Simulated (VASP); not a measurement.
# MgS (P6_3/mmc) in VASP: notebook

The runs below take MgS through relaxation of cell and atoms, single point, with PBE, PBEsol, LDA.

Everything below comes from runs of VASP 6.6.1. Logs are shortened: lines on timing, memory, paths and dates and some standing lists are left out, and cuts for length are marked.

**1. The cell of the first run**

It takes space group P6_3/mmc (No. 194, hexagonal). Conventional cell: a = 4.059 Å, b = 4.059 Å, c = 5.074 Å, α = 90.00°, β = 90.00°, γ = 120.00°. Within 3.1 Å of Mg (site symmetry -6m2) lie 5 S at 2.34 to 2.54 Å. Within 3.1 Å of S (site symmetry -6m2) lie 5 Mg at 2.34 to 2.54 Å.

**2. Relaxation of cell and atoms, PBE**

The input, INCAR:

```
SYSTEM = MgS
ALGO = Normal
EDIFF = 1E-6
EDIFFG = -0.005
ENCUT = 600
GGA = PE
IBRION = 2
ISIF = 3
ISMEAR = -1
LASPH = .True.
LCHARG = .False.
LREAL = .False.
LWAVE = .False.
NELM = 100
NSW = 80
PREC = Accurate
SIGMA = 0.02
```

The input, KPOINTS:

```
k-points
0
Gamma
  6 6 4
  0 0 0
```

The input, POSCAR:

```
MgS
1.0
    4.0592149949      0.0000000000      0.0000000000
   -2.0296074974      3.5153833050      0.0000000000
    0.0000000000      0.0000000000      5.0737491000
Mg S
2 2
Direct
    0.3333333333      0.6666666667      0.2500000000
    0.6666666667      0.3333333333      0.7500000000
    0.6666666667      0.3333333333      0.2500000000
    0.3333333333      0.6666666667      0.7500000000
```

Potentials or basis: VASP PAW PBE potentials, release 64 (Mg, S).

Run with:

```
cat potpaw_PBE.64/Mg/POTCAR potpaw_PBE.64/S/POTCAR > POTCAR
mpirun -np 1 vasp_std > vasp.out
```

OUTCAR:

```text
SYSTEM = MgS
   EDIFF = 1E-6
   EDIFFG = -0.005
   ENCUT = 600
   GGA = PE
   IBRION = 2
   ISIF = 3
   ISMEAR = -1
   LASPH = .True.
   LREAL = .False.
   NELM = 100
   NSW = 80
   PREC = Accurate

 ion  position               nearest neighbor table
   1  0.333  0.667  0.250-   3 2.34   3 2.34   3 2.34   4 2.54   4 2.54   2 3.45   2 3.45   2 3.45
                             2 3.45   2 3.45   2 3.45
   2  0.667  0.333  0.750-   4 2.34   4 2.34   4 2.34   3 2.54   3 2.54   1 3.45   1 3.45   1 3.45
                             1 3.45   1 3.45   1 3.45
   3  0.667  0.333  0.250-   1 2.34   1 2.34   1 2.34   2 2.54   2 2.54
   4  0.333  0.667  0.750-   2 2.34   2 2.34   2 2.34   1 2.54   1 2.54

  LATTYP: Found a hexagonal cell.
 ALAT       =     4.0592149949
 C/A-ratio  =     1.2499335725

  Lattice vectors:

 A1 = (   4.0592149949,   0.0000000000,   0.0000000000)
 A2 = (  -2.0296074974,   3.5153833050,   0.0000000000)
 A3 = (   0.0000000000,   0.0000000000,   5.0737491000)

Analysis of symmetry for initial positions (statically):
=====================================================================
 Subroutine PRICEL returns:
 Original cell was already a primitive cell.

 Routine SETGRP: Setting up the symmetry group for a
 hexagonal supercell.

 Subroutine GETGRP returns: Found 24 space group operations
 (whereof 12 operations were pure point group operations)
 out of a pool of 24 trial point group operations.

The static configuration has the point symmetry D_3d.
 The point group associated with its full space group is D_6h.

Analysis of symmetry for dynamics (positions and initial velocities):
=====================================================================
 Subroutine PRICEL returns:
 Original cell was already a primitive cell.

 Routine SETGRP: Setting up the symmetry group for a
 hexagonal supercell.

 Subroutine GETGRP returns: Found 24 space group operations
 (whereof 12 operations were pure point group operations)
 out of a pool of 24 trial point group operations.

The dynamic configuration has the point symmetry D_3d.
 The point group associated with its full space group is D_6h.

 Subroutine INISYM returns: Found 24 space group operations
 (whereof 12 operations are pure point group operations),
 and found     1 'primitive' translations

----------------------------------------------------------------------------------------

                                     Primitive cell

  volume of cell :      72.4009

  direct lattice vectors                    reciprocal lattice vectors
     4.059214995  0.000000000  0.000000000     0.246353051  0.142232000  0.000000000
    -2.029607497  3.515383305  0.000000000     0.000000000  0.284464001  0.000000000
     0.000000000  0.000000000  5.073749100     0.000000000  0.000000000  0.197092915

  length of vectors
     4.059214995  4.059214995  5.073749100     0.284464001  0.284464001  0.197092915

  position of ions in fractional coordinates (direct lattice)
     0.333333333  0.666666667  0.250000000
     0.666666667  0.333333333  0.750000000
     0.666666667  0.333333333  0.250000000
     0.333333333  0.666666667  0.750000000

  ion indices of the primitive-cell ions
   primitive index   ion index
                 1           1
                 2           2
                 3           3
                 4           4

----------------------------------------------------------------------------------------

 KPOINTS: k-points

Automatic generation of k-mesh.
 Grid dimensions read from file:
 generate k-points for:    6    6    4

 Generating k-lattice:

  Cartesian coordinates                     Fractional coordinates (reciprocal lattice)
     0.041058842  0.023705333  0.000000000     0.166666667  0.000000000  0.000000000
     0.000000000  0.047410667  0.000000000     0.000000000  0.166666667  0.000000000
     0.000000000  0.000000000  0.049273229     0.000000000  0.000000000  0.250000000

  Length of vectors
     0.047410667  0.047410667  0.049273229

  Shift w.r.t. Gamma in fractional coordinates (k-lattice)
     0.000000000  0.000000000  0.000000000

 Subroutine IBZKPT returns following result:
 ===========================================

 Found     21 irreducible k-points:

 Following reciprocal coordinates:
            Coordinates               Weight
  0.000000  0.000000  0.000000      1.000000
  0.166667 -0.000000  0.000000      6.000000
  0.333333 -0.000000  0.000000      6.000000
  0.500000  0.000000  0.000000      3.000000
  0.166667  0.166667  0.000000      6.000000
  0.333333  0.166667  0.000000     12.000000
[... 13 lines left out ...]
  0.333333  0.166667  0.500000     12.000000
  0.333333  0.333333  0.500000      2.000000
   k-points           NKPTS =     21   k-points in BZ     NKDIM =     21   number of bands    NBANDS=     12
   number of dos      NEDOS =    301   number of ions     NIONS =      4
   total plane-waves  NPLWV =  43008
   dimension x,y,z NGX =    32 NGY =   32 NGZ =   42
   dimension x,y,z NGXF=    64 NGYF=   64 NGZF=   84
   ions per type =               2   2
   NGX,Y,Z   is equivalent  to a cutoff of  13.11, 13.11, 13.76 a.u.
   NGXF,Y,Z  is equivalent  to a cutoff of  26.21, 26.21, 27.52 a.u.
 SYSTEM =  MgS
   PREC   = accura    normal or accurate (medium, high low for compatibility)
   ISTART =      0    job   : 0-new  1-cont  2-samecut
   ICHARG =      2    charge: 1-file 2-atom 10-const
   ISPIN  =      1    spin polarized calculation?
   LNONCOLLINEAR =      F non collinear calculations
   LSORBIT =      F    spin-orbit coupling
   LASPH  =      T    aspherical Exc in radial PAW
   ENCUT  =  600.0 eV  44.10 Ry    6.64 a.u.   8.11  8.11 10.13*2*pi/ulx,y,z
   NELM   =    100;   NELMIN=  2; NELMDL= -5     # of ELM steps
   EDIFF  = 0.1E-05   stopping-criterion for ELM
   LREAL  =      F    real-space projection
   EDIFFG = -.5E-02   stopping-criterion for IOM
   NSW    =     80    number of steps for IOM
   IBRION =      2    ionic relax: 0-MD 1-quasi-New 2-CG
   NFREE  =      1    steps in history (QN), initial steepest desc. (CG)
   ISIF   =      3    stress and relaxation
   ISYM   =      2    0-nonsym 1-usesym 2-fastsym
   POTIM  = 0.5000    time-step for ionic-motion
   TEBEG  =    0.0;   TEEND  =   0.0 temperature during run
   PSTRESS=    0.0 pullay stress
   NELECT =      16.0000    total number of electrons
   NUPDOWN=      -1.0000    fix difference up-down
   EMIN   =  10.00;   EMAX   =-10.00  energy-range for DOS
   EFERMI =   0.00;   METHOD = LEGACY
   ISMEAR =    -1;   SIGMA  =   0.02  broadening in eV -4-tet -1-fermi 0-gaus
   EFERMI_NEDOS =   21; number of points for ismear=-14 and -15
   IALGO  =     38    algorithm
   IMIX   =      4    mixing-type and parameters
     AMIX     =   0.40;   BMIX     =  1.00
     AMIX_MAG =   1.60;   BMIX_MAG =  1.00
  volume/ion in A,a.u.               =      18.10       122.15
  Fermi-wavevector in a.u.,A,eV,Ry     =   0.989768  1.870391 13.328832  0.979641
  Thomas-Fermi vector in A             =   2.121391
   LORBIT       =      0    0 simple, 1 ext, 2 COOP (PROOUT), +10 PAW based schemes
   GGA     = PE    functional components
   LHFCALC =     F    Hartree Fock is set to
   AEXX    =    0.0000 exact exchange contribution
   IVDW    =     0    specifies the selected vdW correction
   LEPSILON=     F    determine dielectric tensor
   LRPA    =     F    only Hartree local field effects (RPA)
 conjugate gradient relaxation of ions
 non-spin polarized calculation
  energy-cutoff  :      600.00
  volume of cell :       72.40
 maximum number of plane-waves:      2444
   NGX = 17   NGY = 17   NGZ = 21

--------------------------------------- Ionic step        1  -------------------------------------------

 number of electron      15.9999998 magnetization

 Free energy of the ion-electron system (eV)
  ---------------------------------------------------
  ext. energy  EPLUGINS =         0.00000000
  ---------------------------------------------------
  free energy    TOTEN  =       -16.35282447 eV

  energy without entropy =      -16.35282447  energy(sigma->0) =      -16.35282447

 E-fermi :   4.1026     XC(G=0):  -9.3079

 val. band max:        3.7260031420   @ k =   0.0000   0.0000   0.0000
 cond. band min:       6.9635794246   @ k =   0.5000   0.0000   0.0000
 fundamental gap:      3.2375762826
 Fermi energy:         4.1025912208

 k-point     1 :       0.0000    0.0000    0.0000
  band No.  band energies     occupation
      1      -9.4833      2.00000
      2      -7.5484      2.00000
      3      -0.9635      2.00000
      4       1.2897      2.00000
      5       1.2897      2.00000
      6       2.5732      2.00000
      7       2.5732      2.00000
      8       3.7260      2.00000
      9       7.0420      0.00000
     10       7.3970      0.00000
     11       9.8180      0.00000
     12       9.8180      0.00000
[... 523 lines left out ...]
  energy  without entropy=      -16.8786685187  energy(sigma->0) =      -16.87866852

--------------------------------------- Ionic step        7  -------------------------------------------

 number of electron      15.9999997 magnetization

 Free energy of the ion-electron system (eV)
  ---------------------------------------------------
  ext. energy  EPLUGINS =         0.00000000
  ---------------------------------------------------
  free energy    TOTEN  =       -16.87868038 eV

  energy without entropy =      -16.87868038  energy(sigma->0) =      -16.87868038

 E-fermi :   2.6743     XC(G=0):  -8.6289

 val. band max:        2.2783929440   @ k =   0.0000   0.0000   0.0000
 cond. band min:       5.2041495910   @ k =   0.0000   0.0000   0.0000
 fundamental gap:      2.9257566469
 Fermi energy:         2.6743135669

 k-point     1 :       0.0000    0.0000    0.0000
  band No.  band energies     occupation
      1      -9.9896      2.00000
      2      -8.5661      2.00000
      3      -1.5018      2.00000
      4       0.3016      2.00000
      5       0.3016      2.00000
      6       1.4228      2.00000
      7       1.4228      2.00000
      8       2.2784      2.00000
      9       5.2041      0.00000
     10       5.2572      0.00000
     11       8.2925      0.00000
     12       8.2925      0.00000
[... 329 lines left out ...]
  FREE ENERGIE OF THE ION-ELECTRON SYSTEM (eV)
  ---------------------------------------------------
  free  energy   TOTEN  =       -16.8786803756 eV

  energy  without entropy=      -16.8786803755  energy(sigma->0) =      -16.87868038

 reached required accuracy - stopping structural energy minimisation
```

Run time: 42 s. Hardware: 1 thread of Intel Xeon 6975P-C (Granite Rapids), shared host; peak memory 0.21 GiB.

What came out:

```yaml
Free_energy: -16.8787 eV
Relaxed_volume: 21.42 Å³/atom
Relaxed_cell: a = 4.314 Å, b = 4.314 Å, c = 5.315 Å, α = 90.00°, β = 90.00°, γ = 120.00°
Space_group_after_relaxing_to_0.05_Å: P6_3/mmc (No. 194)
Energy_gained_by_relaxing: 131.5 meV/atom
Ionic_steps: 7
Pressure_after_relaxing: 0.0 GPa
Band_gap_on_the_k_mesh: 2.93 eV, direct
```

The path:
```
step  energy change (eV)  largest force (eV/Å)  pressure (GPa)  volume (Å³)
   1              0.0000                0.0000           14.45        72.40
   2             -0.4720                0.0000           -3.16        90.88
   3             -0.5258                0.0000            0.08        85.58
   4             -0.5258                0.0000           -0.12        85.86
   5             -0.5258                0.0000            0.02        85.67
   6             -0.5258                0.0000            0.02        85.66
   7             -0.5259                0.0000            0.01        85.67
```

Final structure:
```
CELL_PARAMETERS angstrom
4.31430 0.00000 0.00000
-2.15715 3.73629 0.00000
0.00000 0.00000 5.31483
ATOMIC_POSITIONS crystal
Mg 0.33333 0.66667 0.25000
Mg 0.66667 0.33333 0.75000
S 0.66667 0.33333 0.25000
S 0.33333 0.66667 0.75000
```

Levels at points of the mesh, in eV from the valence-band top:
| k point | band 5 | band 6 | band 7 | band 8 | band 9 | band 10 | band 11 | band 12 |
| --- | --- | --- | --- | --- | --- | --- | --- | --- |
| (0.00, 0.00, 0.00) | -1.98 | -0.86 | -0.86 | 0.00 | 2.93 | 2.98 | 6.01 | 6.01 |
| (0.50, 0.00, 0.00) | -2.61 | -2.51 | -1.56 | -0.79 | 3.36 | 5.22 | 6.12 | 6.50 |
| (0.00, 0.00, 0.50) | -1.45 | -1.45 | -1.45 | -1.45 | 4.58 | 4.58 | 5.97 | 5.97 |
| (0.50, 0.00, 0.50) | -1.85 | -1.85 | -0.82 | -0.82 | 4.49 | 4.49 | 6.41 | 6.41 |

Caveat: the volume moved by over 15 % at a fixed basis, so the end points are rough.

(Part 1 of 2 ends here.)
